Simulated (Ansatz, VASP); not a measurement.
NaC8 in VASP and in Ansatz

```
Na C
1.0
     0.00087    0.00247    4.50906
     4.97839    0.00025    0.00098
    -2.48897    4.31056    0.00185
Na C
1 8
Direct
  0.50001 0.00042 0.00020
  0.99998 0.33458 0.16729
  0.99999 0.33328 0.66664
  0.00000 0.83264 0.16729
  0.00002 0.83264 0.66536
  0.99997 0.16725 0.33460
  0.00001 0.16725 0.83266
  0.99999 0.66661 0.33331
  0.00002 0.66532 0.83266
```

Change from the starting cell: cell x1, atoms moved at random (sigma 0.1 Å) and cell strained at random (1.5 %), then relaxed without symmetry.

Alike in both runs: functional PBE; dispersion D3(BJ); k mesh 6 × 6 × 6; occupations gaussian, width 0.2 eV; no spin polarisation.

Ansatz relaxed the structure, and its values are those at the end. VASP's run is a single point on that final structure, the one shown.

|  | VASP | Ansatz |
| --- | --- | --- |
| version | VASP 6.6.1 | Ansatz 0.2.0 |
| potentials or method | VASP PAW PBE potentials, release 64 (Na_pv, C), cutoff 520 eV | scalar-relativistic, plane waves, PAW |
| valence electrons in the cell | 39 | 41 |

```tsv
	VASP	Ansatz	Ansatz less VASP
gap on the k mesh at the Fermi level (eV)	none	none	-
pressure (GPa)	0.0	-0.1	-0.13
rms of the force components (eV/Å)	0.003	0.002	-0.0010
```

A gap of «none» marks a metal or a gap that the smearing closes. VASP's potentials hold 39 valence electrons a cell and Ansatz's 41, so a difference there can come from the potentials and not from the codes.
